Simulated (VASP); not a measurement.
Wanted: the native input for a VASP 6.6.1 run.

```yaml
Task: single point
Functional: PBEsol
Potentials_or_basis: VASP PAW PBE potentials, release 64 (Ta_pv, N)
Cutoff: 520 eV
k_mesh: 18 × 18 × 16
Occupations: gaussian, width 0.15 eV
Spin: no spin polarisation
Dipole_correction: no
Further_INCAR_settings: ALGO = Normal; EDIFF = 1e-06; NBANDS = 15
```

The structure of TaN lies in POSCAR:

```
TaN
1.0
    2.9379988584      0.0000000000      0.0000000000
   -1.4689994292      2.5443816477      0.0000000000
    0.0000000000      0.0000000000      2.8830000000
Ta N
1 1
Direct
    0.2891182683      0.5782365366      0.3439125911
    0.0000000000      0.0000000000      0.0000000000
```

This cell differs from its parent crystal: atom 1 (Ta) moved by (-0.225, -0.450) A along y and z.

One way to write it, as run:

INCAR

```
  PREC = Accurate
  ENCUT = 520
  EDIFF = 1E-6
  ISMEAR = 0
  SIGMA = 0.15
  LREAL = F
  LASPH = T
  NELM = 80
  ALGO = Normal
  ISIF = 2
  LWAVE = F
  LCHARG = F
  GGA = PS
  NBANDS = 15
```

KPOINTS

```
regular mesh
0
Gamma
  18 18 16
```

Potentials or basis: VASP PAW PBE potentials, release 64 (Ta_pv, N).

Launch:

```bash
$ cat potpaw_PBE.64/Ta_pv/POTCAR potpaw_PBE.64/N/POTCAR > POTCAR
$ mpirun -np 1 vasp_std > vasp.out
```

Results of the run:

The pressure is 49.4 GPa and the largest force is 9.858 eV/Å. The band gap on the k mesh is zero (bands 8 and 9 overlap by 0.62 eV).

Caveat: the cell differs from its parent crystal (atom 1 (Ta) moved by (-0.225, -0.450) A along y and z); the stress differs along the axes, from 19 to 83 GPa; the PAW data sets were made with another functional, which shifts forces and pressure a little; spin-orbit coupling is left out, which moves the levels of the heavy elements.

Run time: 2.9 min on 1 thread of Intel Xeon 8259CL, with other jobs on the host, peak memory 0.53 GiB.
